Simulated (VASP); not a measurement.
# SnSe: single point with PBE+D3(BJ)

SnSe:

```xyz
2
Lattice="0.0000 2.8637 2.8637 2.8637 0.0000 2.8637 2.8637 2.8637 0.0000" Properties=species:S:1:pos:R:3 pbc="T T T"
Sn    0.0000    0.0000    0.0000
Se    2.8637    2.8637    2.8637
```

```
Program                : VASP 6.6.1
Task                   : single point
Functional             : PBE
Dispersion             : D3(BJ)
Potentials or basis    : VASP PAW PBE potentials, release 64 (Sn_d, Se)
Cutoff                 : 520 eV
k mesh                 : 10 × 10 × 10
Occupations            : gaussian, width 0.01 eV
Spin                   : no spin polarisation
Dipole correction      : no
Further INCAR settings : ALGO = Normal; EDIFF = 1e-07; NBANDS = 17
```

```yaml
Pressure: 9.0 GPa
Band_gap_on_the_k_mesh: 0.28 eV, indirect (least direct gap 0.56 eV)
Dispersion_energy_per_atom: -0.412 eV
```

Levels at points of the mesh, in eV from the valence-band top:
```tsv
k point	band 7	band 8	band 9	band 10	band 11	band 12	band 13	band 14
(0.00, 0.00, 0.00)	-4.78	-2.91	-2.91	-2.91	4.63	4.63	4.63	5.39
(0.50, 0.00, 0.00)	-9.18	-2.62	-2.62	-0.39	0.85	0.85	0.94	8.40
(0.50, 0.50, 0.00)	-6.85	-6.33	-4.66	-4.66	2.21	5.97	5.97	6.71
```

Wall time 14 s on 1 thread of Intel(R) Xeon(R) 6975P-C (Granite Rapids), with other jobs on the host, peak memory 0.2 GiB.

Caveat: spin-orbit coupling is left out, which moves the levels of the heavy elements. A k mesh can miss the band edges.
